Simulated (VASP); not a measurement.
# TiAl3Ni2 (P-3m1) in VASP: relaxation of cell and atoms with PBE

Aim: the relaxation of cell and atoms of TiAl3Ni2 with PBE.

All numbers are computed with VASP 6.6.1; they aren't measurements. Logs are shortened: lines on timing, memory, paths and dates and some standing lists are left out, and cuts for length are marked.

**1. The cell of the first run**

The structure is trigonal, space group P-3m1 (No. 164). The conventional cell has a = 4.187 Å, b = 4.187 Å, c = 5.423 Å, α = 90.00°, β = 90.00°, γ = 120.00°. Ti (site symmetry -3m) has 8 Al at 2.71 to 2.76 Å and 6 Ni at 2.78 Å within 3.6 Å. Al (site symmetry 3m) has 5 Ni at 2.42 to 2.72 Å and 3 Ti at 2.76 Å and 3 Al at 2.78 Å within 3.2 Å. Within 3.6 Å of Al (site symmetry -3m) lie 2 Ti at 2.71 Å and 6 Ni at 2.76 Å and 6 Al at 2.78 Å. Within 3.2 Å of Ni (site symmetry 3m) lie 8 Al at 2.42 to 2.76 Å and 3 Ti at 2.78 Å.

**2. Relaxation of cell and atoms, PBE**

File INCAR:

```
  ALGO = Fast
  EDIFF = 1E-6
  EDIFFG = -0.01
  ENCUT = 600
  GGA = PE
  IBRION = 2
  ISIF = 3
  ISMEAR = 0
  LASPH = T
  LCHARG = F
  LREAL = F
  LWAVE = F
  NELM = 80
  NSW = 100
  PREC = Accurate
  SIGMA = 0.1
```

File KPOINTS:

```
k-points
0
Gamma
  12 12 8
```

File POSCAR:

```
TiAl3Ni2
1.0
    4.1865790989      0.0000000000      0.0000000000
   -2.0932895495      3.6256838546      0.0000000000
    0.0000000000      0.0000000000      5.4228857750
Ti Al Ni
1 3 2
Direct
    0.0000000000      0.0000000000      0.5000000000
    0.3333333333      0.6666666667      0.2546355854
    0.6666666667      0.3333333333      0.7453644146
    0.0000000000      0.0000000000      0.0000000000
    0.3333333333      0.6666666667      0.7531999938
    0.6666666667      0.3333333333      0.2468000062
```

Potentials or basis: VASP PAW PBE potentials, release 64 (Ti_sv, Al, Ni).

Launch:

```console
cat potpaw_PBE.64/Ti_sv/POTCAR potpaw_PBE.64/Al/POTCAR potpaw_PBE.64/Ni/POTCAR > POTCAR
mpirun -np 1 vasp_std > vasp.out
```

OUTCAR:

```text
EDIFF = 1E-6
   EDIFFG = -0.01
   ENCUT = 600
   GGA = PE
   IBRION = 2
   ISIF = 3
   ISMEAR = 0
   LASPH = T
   LREAL = F
   NELM = 80
   NSW = 100
   PREC = Accurate

 ion  position               nearest neighbor table
   1  0.000  0.000  0.500-   4 2.71   4 2.71   2 2.76   3 2.76   3 2.76   2 2.76   3 2.76   2 2.76
                             6 2.78   5 2.78   6 2.78   5 2.78   5 2.78   6 2.78
   2  0.333  0.667  0.255-   6 2.42   6 2.42   6 2.42   5 2.70   5 2.72   1 2.76   1 2.76   1 2.76
                             4 2.78   4 2.78   4 2.78
   3  0.667  0.333  0.745-   5 2.42   5 2.42   5 2.42   6 2.70   6 2.72   1 2.76   1 2.76   1 2.76
                             4 2.78   4 2.78   4 2.78
   4  0.000  0.000  0.000-   1 2.71   1 2.71   6 2.76   5 2.76   6 2.76   5 2.76   6 2.76   5 2.76
                             3 2.78   2 2.78   2 2.78   3 2.78   3 2.78   2 2.78
   5  0.333  0.667  0.753-   3 2.42   3 2.42   3 2.42   2 2.70   2 2.72   4 2.76   4 2.76   4 2.76
                             1 2.78   1 2.78   1 2.78
   6  0.667  0.333  0.247-   2 2.42   2 2.42   2 2.42   3 2.70   3 2.72   4 2.76   4 2.76   4 2.76
                             1 2.78   1 2.78   1 2.78

  LATTYP: Found a hexagonal cell.
 ALAT       =     4.1865790989
 C/A-ratio  =     1.2953023571

  Lattice vectors:

 A1 = (   4.1865790989,   0.0000000000,   0.0000000000)
 A2 = (  -2.0932895495,   3.6256838546,   0.0000000000)
 A3 = (   0.0000000000,   0.0000000000,   5.4228857750)

Analysis of symmetry for initial positions (statically):
=====================================================================
 Subroutine PRICEL returns:
 Original cell was already a primitive cell.

 Routine SETGRP: Setting up the symmetry group for a
 hexagonal supercell.

 Subroutine GETGRP returns: Found 12 space group operations
 (whereof 12 operations were pure point group operations)
 out of a pool of 24 trial point group operations.

The static configuration has the point symmetry D_3d.

Analysis of symmetry for dynamics (positions and initial velocities):
=====================================================================
 Subroutine PRICEL returns:
 Original cell was already a primitive cell.

 Routine SETGRP: Setting up the symmetry group for a
 hexagonal supercell.

 Subroutine GETGRP returns: Found 12 space group operations
 (whereof 12 operations were pure point group operations)
 out of a pool of 24 trial point group operations.

The dynamic configuration has the point symmetry D_3d.

 Subroutine INISYM returns: Found 12 space group operations
 (whereof 12 operations are pure point group operations),
 and found     1 'primitive' translations

----------------------------------------------------------------------------------------

                                     Primitive cell

  volume of cell :      82.3151

  direct lattice vectors                    reciprocal lattice vectors
     4.186579099  0.000000000  0.000000000     0.238858499  0.137905019  0.000000000
    -2.093289550  3.625683855  0.000000000     0.000000000  0.275810038  0.000000000
     0.000000000  0.000000000  5.422885775     0.000000000  0.000000000  0.184403663

  length of vectors
     4.186579099  4.186579099  5.422885775     0.275810038  0.275810038  0.184403663

  position of ions in fractional coordinates (direct lattice)
     0.000000000  0.000000000  0.500000000
     0.333333333  0.666666667  0.254635585
     0.666666667  0.333333333  0.745364415
     0.000000000  0.000000000  0.000000000
     0.333333333  0.666666667  0.753199994
     0.666666667  0.333333333  0.246800006

  ion indices of the primitive-cell ions
   primitive index   ion index
                 1           1
                 2           2
                 3           3
                 4           4
                 5           5
                 6           6

----------------------------------------------------------------------------------------

 KPOINTS: k-points

Automatic generation of k-mesh.
 Grid dimensions read from file:
 generate k-points for:   12   12    8

 Generating k-lattice:

  Cartesian coordinates                     Fractional coordinates (reciprocal lattice)
     0.019904875  0.011492085  0.000000000     0.083333333  0.000000000  0.000000000
     0.000000000  0.022984170  0.000000000     0.000000000  0.083333333  0.000000000
     0.000000000  0.000000000  0.023050458     0.000000000  0.000000000  0.125000000

  Length of vectors
     0.022984170  0.022984170  0.023050458

  Shift w.r.t. Gamma in fractional coordinates (k-lattice)
     0.000000000  0.000000000  0.000000000

 Subroutine IBZKPT returns following result:
 ===========================================

 Found    131 irreducible k-points:

 Following reciprocal coordinates:
            Coordinates               Weight
  0.000000  0.000000  0.000000      1.000000
  0.083333  0.000000  0.000000      6.000000
  0.166667  0.000000  0.000000      6.000000
  0.250000  0.000000  0.000000      6.000000
  0.333333  0.000000  0.000000      6.000000
  0.416667  0.000000  0.000000      6.000000
[... 16 lines left out ...]
  0.166667  0.000000  0.125000      6.000000
  0.000000  0.166667  0.125000      6.000000
 [... further k-points ...]
   k-points           NKPTS =    131   k-points in BZ     NKDIM =    131   number of bands    NBANDS=     24
   number of dos      NEDOS =    301   number of ions     NIONS =      6
   total plane-waves  NPLWV =  62208
   dimension x,y,z NGX =    36 NGY =   36 NGZ =   48
   dimension x,y,z NGXF=    72 NGYF=   72 NGZF=   96
   ions per type =               1   3   2
   NGX,Y,Z   is equivalent  to a cutoff of  14.30, 14.30, 14.72 a.u.
   NGXF,Y,Z  is equivalent  to a cutoff of  28.59, 28.59, 29.43 a.u.
 SYSTEM =  unknown system
   PREC   = accura    normal or accurate (medium, high low for compatibility)
   ISTART =      0    job   : 0-new  1-cont  2-samecut
   ICHARG =      2    charge: 1-file 2-atom 10-const
   ISPIN  =      1    spin polarized calculation?
   LNONCOLLINEAR =      F non collinear calculations
   LSORBIT =      F    spin-orbit coupling
   LASPH  =      T    aspherical Exc in radial PAW
   ENCUT  =  600.0 eV  44.10 Ry    6.64 a.u.   8.36  8.36 10.83*2*pi/ulx,y,z
   NELM   =     80;   NELMIN=  2; NELMDL= -5     # of ELM steps
   EDIFF  = 0.1E-05   stopping-criterion for ELM
   LREAL  =      F    real-space projection
   EDIFFG = -.1E-01   stopping-criterion for IOM
   NSW    =    100    number of steps for IOM
   IBRION =      2    ionic relax: 0-MD 1-quasi-New 2-CG
   NFREE  =      1    steps in history (QN), initial steepest desc. (CG)
   ISIF   =      3    stress and relaxation
   ISYM   =      2    0-nonsym 1-usesym 2-fastsym
   POTIM  = 0.5000    time-step for ionic-motion
   TEBEG  =    0.0;   TEEND  =   0.0 temperature during run
   PSTRESS=    0.0 pullay stress
   NELECT =      41.0000    total number of electrons
   NUPDOWN=      -1.0000    fix difference up-down
   EMIN   =  10.00;   EMAX   =-10.00  energy-range for DOS
   EFERMI =   0.00;   METHOD = LEGACY
   ISMEAR =     0;   SIGMA  =   0.10  broadening in eV -4-tet -1-fermi 0-gaus
   EFERMI_NEDOS =   21; number of points for ismear=-14 and -15
   IALGO  =     68    algorithm
   IMIX   =      4    mixing-type and parameters
     AMIX     =   0.40;   BMIX     =  1.00
     AMIX_MAG =   1.60;   BMIX_MAG =  1.00
  volume/ion in A,a.u.               =      13.72        92.58
  Fermi-wavevector in a.u.,A,eV,Ry     =   1.297706  2.452308 22.912757  1.684040
  Thomas-Fermi vector in A             =   2.429081
   LORBIT       =      0    0 simple, 1 ext, 2 COOP (PROOUT), +10 PAW based schemes
   GGA     = PE    functional components
   LHFCALC =     F    Hartree Fock is set to
   AEXX    =    0.0000 exact exchange contribution
   IVDW    =     0    specifies the selected vdW correction
   LEPSILON=     F    determine dielectric tensor
   LRPA    =     F    only Hartree local field effects (RPA)
 conjugate gradient relaxation of ions
 non-spin polarized calculation
 RMM-DIIS sequential band-by-band and
 Gauss-broadening in eV      SIGMA  =   0.10
  energy-cutoff  :      600.00
  volume of cell :       82.32
 maximum number of plane-waves:      2794
 NGX is ok and might be reduce to    36
   NGX = 17   NGY = 17   NGZ = 21

--------------------------------------- Ionic step        1  -------------------------------------------

 number of electron      41.0000000 magnetization

 Free energy of the ion-electron system (eV)
  ---------------------------------------------------
  ext. energy  EPLUGINS =         0.00000000
  ---------------------------------------------------
  free energy    TOTEN  =       -33.05180317 eV

  energy without entropy =      -33.03468389  energy(sigma->0) =      -33.04324353

------------------------ aborting loop EDIFF was not reached (unconverged)  ----------------------------

  FORCE on cell =-STRESS in cart. coord.  units (eV):
  Direction    XX          YY          ZZ          XY          YZ          ZX
  --------------------------------------------------------------------------------------
  -------------------------------------------------------------------------------------
  Total       -0.4841197     -0.4841197     -0.3708261      0.0000000     -0.0000000      0.0000000
  in kB       -9.4228792     -9.4228792     -7.2177387      0.0000000     -0.0000000      0.0000000
  external PRESSURE =      -8.6878324 kB  Pullay stress =       0.0000000 kB
[... 27 lines left out ...]
--------------------------------------- Ionic step        2  -------------------------------------------

 number of electron      40.9999994 magnetization

------------------------ aborting loop EDIFF was not reached (unconverged)  ----------------------------

  FORCE on cell =-STRESS in cart. coord.  units (eV):
  Direction    XX          YY          ZZ          XY          YZ          ZX
  --------------------------------------------------------------------------------------
  -------------------------------------------------------------------------------------
  Total        0.3834267      0.3834267      0.3786456     -0.0000000     -0.0000000      0.0000000
  in kB        7.5439298      7.5439298      7.4498623     -0.0000000     -0.0000000      0.0000000
  external PRESSURE =       7.5125740 kB  Pullay stress =       0.0000000 kB
[... 61 lines left out ...]
  FREE ENERGIE OF THE ION-ELECTRON SYSTEM (eV)
  ---------------------------------------------------
  free  energy   TOTEN  =       -33.0712192484 eV

  energy  without entropy=      -33.0539391825  energy(sigma->0) =      -33.06257922

[... ionic steps 4 to 12 ...]

--------------------------------------- Ionic step       13  -------------------------------------------

 number of electron      41.0000000 magnetization

------------------------ aborting loop because EDIFF is reached ----------------------------------------
[... 75 lines left out ...]
--------------------------------------- Ionic step       15  -------------------------------------------

 number of electron      40.9999999 magnetization

 Free energy of the ion-electron system (eV)
  ---------------------------------------------------
  ext. energy  EPLUGINS =         0.00000000
  ---------------------------------------------------
  free energy    TOTEN  =       -33.07442803 eV

  energy without entropy =      -33.05697848  energy(sigma->0) =      -33.06570326

 E-fermi :   9.0628     XC(G=0): -11.5306

 val. band max:        9.0621266039   @ k =  -0.0833   0.3333   0.3750
 cond. band min:       9.0693859836   @ k =   0.1667   0.0000   0.3750
 fundamental gap:      0.0072593797
 Fermi energy:         9.0627903734

 k-point     1 :       0.0000    0.0000    0.0000
  band No.  band energies     occupation
      1     -47.8484      2.00000
      2     -24.1632      2.00000
      3     -24.1632      2.00000
      4     -24.0551      2.00000
      5      -1.1478      2.00000
      6       3.2125      2.00000
[... 637 lines left out ...]
     23      10.4692      0.00000
     24      10.8524      0.00000

 [... further k-points ...]

------------------------ aborting loop because EDIFF is reached ----------------------------------------

  FORCE on cell =-STRESS in cart. coord.  units (eV):
  Direction    XX          YY          ZZ          XY          YZ          ZX
  --------------------------------------------------------------------------------------
  -------------------------------------------------------------------------------------
  Total        0.0233534      0.0233534      0.0342529     -0.0000000     -0.0000000      0.0000000
  in kB        0.4547942      0.4547942      0.6670577     -0.0000000     -0.0000000      0.0000000
  external PRESSURE =       0.5255487 kB  Pullay stress =       0.0000000 kB
[... 21 lines left out ...]
  FREE ENERGIE OF THE ION-ELECTRON SYSTEM (eV)
  ---------------------------------------------------
  free  energy   TOTEN  =       -33.0744280302 eV

  energy  without entropy=      -33.0569784802  energy(sigma->0) =      -33.06570326

 reached required accuracy - stopping structural energy minimisation
```

Run time: 50 min. Hardware: 1 thread of Intel Xeon 6975P-C (Granite Rapids), shared host; peak memory 0.53 GiB.

Results:

```
Free energy                           : -33.0744 eV
Relaxed volume                        : 13.71 Å³/atom
Relaxed cell                          : a = 4.183 Å, b = 4.183 Å, c = 5.428 Å, α = 90.00°, β = 90.00°, γ = 120.00°
Space group after relaxing (to 0.1 Å) : P-3m1 (No. 164)
Energy gained by relaxing             : 3.8 meV/atom
Ionic steps                           : 15
Pressure after relaxing               : 0.1 GPa
Largest force after relaxing          : 0.010 eV/Å
Band gap on the k mesh                : zero (an odd number of electrons rules out a gap without spin polarisation)
```

Forces on the atoms (eV/Å):
```
Ti   0.000  0.000  0.000
Al   0.000  0.000 -0.009
Al   0.000  0.000  0.009
Al   0.000  0.000  0.000
Ni   0.000  0.000  0.010
Ni   0.000  0.000 -0.010
```

Step by step:
```tsv
step	energy change (eV)	largest force (eV/Å)	pressure (GPa)	volume (Å³)
1	0.0000	0.0109	-0.87	82.32
2	-0.0069	0.0131	0.75	81.43
3	-0.0194	0.0235	1.35	81.51
4	-0.0221	0.0171	0.19	81.99
5	-0.0222	0.0158	0.41	82.05
6	-0.0225	0.0141	0.19	82.18
7	-0.0225	0.0132	0.05	82.25
8	-0.0225	0.0127	0.11	82.26
9	-0.0225	0.0122	0.01	82.29
10	-0.0225	0.0120	0.04	82.28
11	-0.0225	0.0118	-0.19	82.29
12	-0.0225	0.0124	0.11	82.28
13	-0.0225	0.0123	0.04	82.28
14	-0.0226	0.0100	0.03	82.28
15	-0.0226	0.0097	0.05	82.27
```

Final structure:
```
Ti Al Ni
1.0
     4.18349    0.00000    0.00000
    -2.09174    3.62301    0.00000
     0.00000    0.00000    5.42797
Ti Al Ni
1 3 2
Direct
  0.00000 0.00000 0.50000
  0.33333 0.66667 0.25450
  0.66667 0.33333 0.74550
  0.00000 0.00000 0.00000
  0.33333 0.66667 0.75333
  0.66667 0.33333 0.24667
```

Levels at points of the mesh, in eV from the Fermi level:
| k point | band 18 | band 19 | band 20 | band 21 | band 22 | band 23 |
| --- | --- | --- | --- | --- | --- | --- |
| (0.00, 0.00, 0.00) | -0.67 | -0.67 | 0.73 | 0.73 | 0.73 | 1.81 |
| (0.50, 0.00, 0.00) | -1.43 | -1.34 | -0.85 | -0.74 | -0.27 | 0.76 |
| (0.00, 0.00, 0.50) | -0.28 | -0.28 | 0.60 | 0.60 | 2.03 | 2.03 |
| (0.50, 0.00, 0.50) | -1.49 | -1.48 | -0.33 | 0.19 | 0.89 | 0.97 |
